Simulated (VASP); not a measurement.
# C (Fd-3m) in VASP: a series of runs

The runs below take C through single point, with PBEsol.

All numbers are computed with VASP 6.6.1; they aren't measurements. Logs are shortened: lines on timing, memory, paths and dates and some standing lists are left out, and cuts for length are marked.

### 1 The cell of the first run

Symmetry: Fd-3m, No. 227, cubic system. Conventional cell: a = 3.530 Å, b = 3.530 Å, c = 3.530 Å, α = 90.00°, β = 90.00°, γ = 90.00°. Within 2.0 Å of C (site symmetry -43m) lie 4 C at 1.53 Å.

### 2 Single point, PBEsol (5.50 Å³/atom)

INCAR reads:

```
SYSTEM = C
ALGO = Normal ; EDIFF = 1E-6
ENCUT = 1300 ; GGA = PS
GGA_COMPAT = .FALSE. ; ISIF = 2
ISMEAR = 0 ; LASPH = .TRUE.
LCHARG = .FALSE. ; LREAL = .FALSE.
LWAVE = .FALSE. ; NBANDS = 11
NELM = 120 ; PREC = Accurate
SIGMA = 0.01
```

KPOINTS reads:

```
k-points
0
G
  12 12 12
  0 0 0
```

POSCAR reads:

```
C
1.0
    0.0000000000      1.7649787203      1.7649787203
    1.7649787203      0.0000000000      1.7649787203
    1.7649787203      1.7649787203      0.0000000000
C
2
Direct
    0.5000000000      0.5000000000      0.5000000000
    0.7500000000      0.7500000000      0.7500000000
```

Potentials or basis: VASP PAW PBE potentials, release 64 (C_h).

Started as:

```sh
$ cat potpaw_PBE.64/C_h/POTCAR > POTCAR
$ mpirun -np 1 vasp_std > vasp.out
```

OUTCAR:

```text
SYSTEM = C
   EDIFF = 1E-6
   ENCUT = 1300
   GGA = PS
   ISIF = 2
   ISMEAR = 0
   LASPH = .TRUE.
   LREAL = .FALSE.
   NELM = 120
   PREC = Accurate

 ion  position               nearest neighbor table
   1  0.500  0.500  0.500-
   2  0.750  0.750  0.750-

  LATTYP: Found a face centered cubic cell.
 ALAT       =     3.5299574406

  Lattice vectors:

 A1 = (   0.0000000000,   1.7649787203,   1.7649787203)
 A2 = (   1.7649787203,   0.0000000000,   1.7649787203)
 A3 = (   1.7649787203,   1.7649787203,   0.0000000000)

Analysis of symmetry for initial positions (statically):
=====================================================================
 Subroutine PRICEL returns:
 Original cell was already a primitive cell.

 Routine SETGRP: Setting up the symmetry group for a
 face centered cubic supercell.

 Subroutine GETGRP returns: Found 48 space group operations
 (whereof 24 operations were pure point group operations)
 out of a pool of 48 trial point group operations.

The static configuration has the point symmetry T_d .
 The point group associated with its full space group is O_h .

Analysis of symmetry for dynamics (positions and initial velocities):
=====================================================================
 Subroutine PRICEL returns:
 Original cell was already a primitive cell.

 Routine SETGRP: Setting up the symmetry group for a
 face centered cubic supercell.

 Subroutine GETGRP returns: Found 48 space group operations
 (whereof 24 operations were pure point group operations)
 out of a pool of 48 trial point group operations.

The dynamic configuration has the point symmetry T_d .
 The point group associated with its full space group is O_h .

 Subroutine INISYM returns: Found 48 space group operations
 (whereof 24 operations are pure point group operations),
 and found     1 'primitive' translations

----------------------------------------------------------------------------------------

                                     Primitive cell

  volume of cell :      10.9963

  direct lattice vectors                    reciprocal lattice vectors
     0.000000000  1.764978720  1.764978720    -0.283289534  0.283289534  0.283289534
     1.764978720  0.000000000  1.764978720     0.283289534 -0.283289534  0.283289534
     1.764978720  1.764978720  0.000000000     0.283289534  0.283289534 -0.283289534

  length of vectors
[... 82 lines left out ...]
   EDIFF  = 0.1E-05   stopping-criterion for ELM
   LREAL  =      F    real-space projection
[... 7 lines left out ...]
   TEBEG  =    0.0;   TEEND  =   0.0 temperature during run
   PSTRESS=    0.0 pullay stress
   NELECT =       8.0000    total number of electrons
   NUPDOWN=      -1.0000    fix difference up-down
   EMIN   =  10.00;   EMAX   =-10.00  energy-range for DOS
   EFERMI =   0.00;   METHOD = LEGACY
   ISMEAR =     0;   SIGMA  =   0.01  broadening in eV -4-tet -1-fermi 0-gaus
   EFERMI_NEDOS =   21; number of points for ismear=-14 and -15
   IALGO  =     38    algorithm
   IMIX   =      4    mixing-type and parameters
     AMIX     =   0.40;   BMIX     =  1.00
     AMIX_MAG =   1.60;   BMIX_MAG =  1.00
  volume/ion in A,a.u.               =       5.50        37.10
  Fermi-wavevector in a.u.,A,eV,Ry     =   1.472387  2.782408 29.496396  2.167924
  Thomas-Fermi vector in A             =   2.587408
   LORBIT       =      0    0 simple, 1 ext, 2 COOP (PROOUT), +10 PAW based schemes
   GGA     = PS    functional components
   LHFCALC =     F    Hartree Fock is set to
   AEXX    =    0.0000 exact exchange contribution
   IVDW    =     0    specifies the selected vdW correction
   LEPSILON=     F    determine dielectric tensor
   LRPA    =     F    only Hartree local field effects (RPA)
 non-spin polarized calculation
 Gauss-broadening in eV      SIGMA  =   0.01
  energy-cutoff  :     1300.00
  volume of cell :       11.00
 maximum number of plane-waves:      1211
 NGX is ok and might be reduce to    30
   NGX = 15   NGY = 15   NGZ = 15

 number of electron       8.0000000 magnetization

 Free energy of the ion-electron system (eV)
  ---------------------------------------------------
  ext. energy  EPLUGINS =         0.00000000
  ---------------------------------------------------
  free energy    TOTEN  =       -19.27025845 eV

  energy without entropy =      -19.27025845  energy(sigma->0) =      -19.27025845

 E-fermi :  11.5487     XC(G=0): -13.7312

 val. band max:       11.4110728694   @ k =   0.0000   0.0000   0.0000
 cond. band min:      15.5236983004   @ k =   0.3333   0.3333   0.0000
 fundamental gap:      4.1126254311
 Fermi energy:        11.5487092640

 k-point     1 :       0.0000    0.0000    0.0000
  band No.  band energies     occupation
      1     -10.5302      2.00000
      2      11.4111      2.00000
      3      11.4111      2.00000
      4      11.4111      2.00000
      5      17.0414      0.00000
      6      17.0414      0.00000
      7      17.0414      0.00000
      8      25.5008      0.00000
      9      30.7803      0.00000
     10      38.1929      0.00000
     11      38.1929      0.00000
[... 309 lines left out ...]
 k-point    24 :      -0.4167    0.1667    0.0000
  band No.  band energies     occupation
      1      -4.1237      2.00000
      2      -1.5006      2.00000
      3       5.7826      2.00000
      4       7.6976      2.00000
      5      18.9645      0.00000
      6      21.7870      0.00000
      7      22.9985      0.00000
      8      27.1215      0.00000
      9      30.9944      0.00000
     10      35.7664      0.00000
     11      36.4044      0.00000

 [... further k-points ...]

------------------------ aborting loop because EDIFF is reached ----------------------------------------

  FORCE on cell =-STRESS in cart. coord.  units (eV):
  Direction    XX          YY          ZZ          XY          YZ          ZX
  --------------------------------------------------------------------------------------
  -------------------------------------------------------------------------------------
  Total        0.6581015      0.6581015      0.6581015      0.0000000      0.0000000     -0.0000000
  in kB       95.8859697     95.8859697     95.8859697      0.0000000      0.0000000     -0.0000000
  external PRESSURE =      95.8859697 kB  Pullay stress =       0.0000000 kB

 VOLUME and BASIS-vectors are now :
 -----------------------------------------------------------------------------
  energy-cutoff  :     1300.00
  volume of cell :       11.00
      direct lattice vectors                 reciprocal lattice vectors
     0.000000000  1.764978720  1.764978720    -0.283289534  0.283289534  0.283289534
     1.764978720  0.000000000  1.764978720     0.283289534 -0.283289534  0.283289534
     1.764978720  1.764978720  0.000000000     0.283289534  0.283289534 -0.283289534

 POSITION                                       TOTAL-FORCE (eV/Angst)
 -----------------------------------------------------------------------------------
      1.76498      1.76498      1.76498        -0.000000      0.000000     -0.000000
      2.64747      2.64747      2.64747         0.000000     -0.000000      0.000000
 -----------------------------------------------------------------------------------
    total drift:                                0.000000     -0.000000     -0.000000

  FREE ENERGIE OF THE ION-ELECTRON SYSTEM (eV)
  ---------------------------------------------------
  free  energy   TOTEN  =       -19.2702584542 eV

  energy  without entropy=      -19.2702584542  energy(sigma->0) =      -19.27025845
```

It took 36 s on 1 thread of AMD EPYC 7R43 (Zen 3), shared host; peak memory 0.14 GiB.

Results:

* Free energy: -19.2703 eV
* Pressure: 9.6 GPa
* Band gap on the k mesh: 4.11 eV (least direct gap 5.63 eV)

Caveat: the cell stands under pressure; the PAW data sets were made with another functional, which shifts forces and pressure a little. A k mesh can miss the band edges.

### 3 Single point, PBEsol

This run uses another cell than the first one, of 5.61 Å³/atom.

INCAR reads:

```
PREC     = Accurate       # precision mode
ENCUT    = 1300           # plane-wave cutoff, eV
EDIFF    = 1E-6           # SCF threshold, eV
ISMEAR   = 0              # smearing method
SIGMA    = 0.01           # smearing width, eV
LREAL    = F              # projectors in reciprocal space
LASPH    = T              # aspherical terms in the spheres
NELM     = 120            # most SCF steps
ALGO     = Normal         # electronic algorithm
ISIF     = 2              # what is computed and relaxed
LWAVE    = F              # write WAVECAR
LCHARG   = F              # write CHGCAR
GGA      = PS             # functional
NBANDS   = 11             # bands
GGA_COMPAT= F
```

KPOINTS reads:

```
Automatic mesh
0
Gamma
  12 12 12
```

POSCAR reads:

```
C
1.0
    0.0000000000      1.7769046140      1.7769046140
    1.7769046140      0.0000000000      1.7769046140
    1.7769046140      1.7769046140      0.0000000000
C
2
Direct
    0.5000000000      0.5000000000      0.5000000000
    0.7500000000      0.7500000000      0.7500000000
```

Potentials or basis: VASP PAW PBE potentials, release 64 (C_h).

Started as:

```sh
$ cat potpaw_PBE.64/C_h/POTCAR > POTCAR
$ mpirun -np 1 vasp_std > vasp.out
```

Run time: 28 s. Hardware: 1 thread of Intel Xeon Platinum 8259CL at 2.50GHz (Skylake/Cascade Lake), shared host; peak memory 0.17 GiB.

Results (log left out):

* Free energy: -19.2773 eV
* Pressure: 0.1 GPa
* Band gap on the k mesh: 4.07 eV (least direct gap 5.57 eV)

Levels at points of the mesh, in eV from the valence-band top:
```csv
k point,band 1,band 2,band 3,band 4,band 5,band 6,band 7,band 8,band 9
"(0.00, 0.00, 0.00)",-21.67,0.00,0.00,0.00,5.57,5.57,5.57,13.62,19.10
"(0.50, 0.00, 0.00)",-15.77,-13.58,-2.84,-2.84,8.43,8.43,8.99,15.59,21.80
"(0.50, 0.50, 0.00)",-12.85,-12.85,-6.40,-6.40,4.63,4.63,16.95,16.95,23.28
```

Caveat: the PAW data sets were made with another functional, which shifts forces and pressure a little. A k mesh can miss the band edges.

### 4 Single point, PBEsol (strained)

INCAR reads:

```
PREC = Accurate
ENCUT = 1300
EDIFF = 1E-6
ISMEAR = 0
SIGMA = 0.02
LREAL = False
LASPH = True
NELM = 120
ALGO = Normal
ISIF = 2
LWAVE = False
LCHARG = False
GGA = PS
NBANDS = 11
GGA_COMPAT = False
```

KPOINTS is that of step 3.

POSCAR reads:

```
C
1.0
    0.0000000000      1.7908546120      1.7908546120
    1.7908546120      0.0000000000      1.7908546120
    1.7908546120      1.7908546120      0.0000000000
C
2
Direct
    0.5000000000      0.5000000000      0.5000000000
    0.7500000000      0.7500000000      0.7500000000
```

Started as:

```sh
$ cat potpaw_PBE.64/C_h/POTCAR > POTCAR
$ mpirun -np 1 vasp_std > vasp.out
```

Wall time 22 s (1 thread of Intel Xeon Platinum 8259CL at 2.50GHz (Skylake/Cascade Lake), shared host); peak memory 0.17 GiB.

Results (log left out):

- Free energy: -19.2694 eV
- Pressure: -10.0 GPa
- Band gap on the k mesh: 4.01 eV (least direct gap 5.51 eV)

Levels at points of the mesh, in eV from the valence-band top:
```tsv
k point	band 1	band 2	band 3	band 4	band 5	band 6	band 7	band 8
(0.00, 0.00, 0.00)	-21.35	0.00	0.00	0.00	5.51	5.51	5.51	13.09
(0.50, 0.00, 0.00)	-15.59	-13.32	-2.78	-2.78	8.33	8.33	8.67	15.38
(0.50, 0.50, 0.00)	-12.68	-12.68	-6.26	-6.26	4.58	4.58	16.60	16.60
```

Caveat: the cell differs from its parent crystal (strained); the cell stands under tension; the PAW data sets were made with another functional, which shifts forces and pressure a little.

### 5 Single point, PBEsol (strained)

INCAR reads:

```
SYSTEM = C
PREC = Accurate
ENCUT = 1300
EDIFF = 1E-6
ISMEAR = 0
SIGMA = 0.02
LREAL = .False.
LASPH = .True.
NELM = 120
ALGO = Normal
ISIF = 2
LWAVE = .False.
LCHARG = .True.
GGA = PS
LELF = .True.
LVHAR = .True.
NBANDS = 11
GGA_COMPAT = .False.
```

KPOINTS reads:

```
Automatic mesh
0
Gamma
  12 12 12
  0 0 0
```

POSCAR reads:

```
C
1.0
    0.0000000000      1.7616246860      1.7616246860
    1.7616246860      0.0000000000      1.7616246860
    1.7616246860      1.7616246860      0.0000000000
C
2
Direct
    0.5000000000      0.5000000000      0.5000000000
    0.7500000000      0.7500000000      0.7500000000
```

Potentials or basis: VASP PAW PBE potentials, release 64 (C_h).

Started as:

```sh
$ cat potpaw_PBE.64/C_h/POTCAR > POTCAR
$ mpirun -np 1 vasp_std > vasp.out
```

OUTCAR:

```text
SYSTEM = C
   PREC = Accurate
   ENCUT = 1300
   EDIFF = 1E-6
   ISMEAR = 0
   LREAL = .False.
   LASPH = .True.
   NELM = 120
   ISIF = 2
   GGA = PS

 ion  position               nearest neighbor table
   1  0.500  0.500  0.500-
   2  0.750  0.750  0.750-

  LATTYP: Found a face centered cubic cell.
 ALAT       =     3.5232493720

  Lattice vectors:

 A1 = (   0.0000000000,   1.7616246860,   1.7616246860)
[... 521 lines left out ...]
     11      36.6089      0.00000

 [... further k-points ...]

------------------------ aborting loop because EDIFF is reached ----------------------------------------

  FORCE on cell =-STRESS in cart. coord.  units (eV):
  Direction    XX          YY          ZZ          XY          YZ          ZX
  --------------------------------------------------------------------------------------
  -------------------------------------------------------------------------------------
  Total        0.8453817      0.8453817      0.8453817      0.0000000      0.0000000      0.0000000
  in kB      123.8777332    123.8777332    123.8777332      0.0000000      0.0000000      0.0000000
  external PRESSURE =     123.8777332 kB  Pullay stress =       0.0000000 kB

 VOLUME and BASIS-vectors are now :
 -----------------------------------------------------------------------------
  energy-cutoff  :     1300.00
  volume of cell :       10.93
      direct lattice vectors                 reciprocal lattice vectors
     0.000000000  1.761624686  1.761624686    -0.283828902  0.283828902  0.283828902
     1.761624686  0.000000000  1.761624686     0.283828902 -0.283828902  0.283828902
     1.761624686  1.761624686  0.000000000     0.283828902  0.283828902 -0.283828902

 POSITION                                       TOTAL-FORCE (eV/Angst)
 -----------------------------------------------------------------------------------
      1.76162      1.76162      1.76162        -0.000000     -0.000000     -0.000000
      2.64244      2.64244      2.64244         0.000000      0.000000      0.000000
 -----------------------------------------------------------------------------------
    total drift:                                0.000000     -0.000000     -0.000000

  FREE ENERGIE OF THE ION-ELECTRON SYSTEM (eV)
  ---------------------------------------------------
  free  energy   TOTEN  =       -19.2658738635 eV

  energy  without entropy=      -19.2658738635  energy(sigma->0) =      -19.26587386
```

stdout:

```text
POSCAR found type information on POSCAR C
 POSCAR found :  1 types and       2 ions
 scaLAPACK will be used
 -----------------------------------------------------------------------------
|                                                                             |
|                                                                             |
|     You enforced a specific xc type in the INCAR file but a different       |
|     I HOPE YOU KNOW WHAT YOU ARE DOING!                                     |
|                                                                             |
 -----------------------------------------------------------------------------

 LDA part: xc-table for (Slater+PW92), standard interpolation
 POSCAR, INCAR and KPOINTS ok, starting setup
 FFT: planning ... GRIDC
 FFT: planning ... GRID_SOFT
 FFT: planning ... GRID
 WAVECAR not read
 entering main loop
```

It took 26 s on 1 thread of Intel Xeon Platinum 8259CL at 2.50GHz (Skylake/Cascade Lake), shared host; peak memory 0.17 GiB.

Results:

* Free energy: -19.2659 eV
* Pressure: 12.4 GPa
* Band gap on the k mesh: 4.13 eV (least direct gap 5.65 eV)

Caveat: the cell differs from its parent crystal (strained); the cell stands under pressure; the PAW data sets were made with another functional, which shifts forces and pressure a little.

### 6 Summary

| cell | smearing | gap on the mesh (eV) | pressure (GPa) |
| --- | --- | --- | --- |
| a = 2.496 Å, angles 60.0°, 2 atoms | gaussian 0.01 eV | 4.11 | 9.6 |
| a = 2.513 Å, angles 60.0°, 2 atoms | gaussian 0.01 eV | 4.07 | 0.1 |
| a = 2.533 Å, angles 60.0°, 2 atoms | gaussian 0.02 eV | 4.01 | -10.0 |
| a = 2.491 Å, angles 60.0°, 2 atoms | gaussian 0.02 eV | 4.13 | 12.4 |

Alike in all rows: task single point; level PBEsol; potentials or basis VASP PAW PBE potentials, release 64 (C_h); no spin polarisation; k mesh 12 × 12 × 12; cutoff (eV) 1300.

Caveats: the PAW data sets were made with another functional, which shifts forces and pressure a little; the cell stands under pressure (at least some runs); the cell stands under tension (at least some runs).

Total energies depend on the potentials used, so only differences within one code and one set of settings carry meaning.
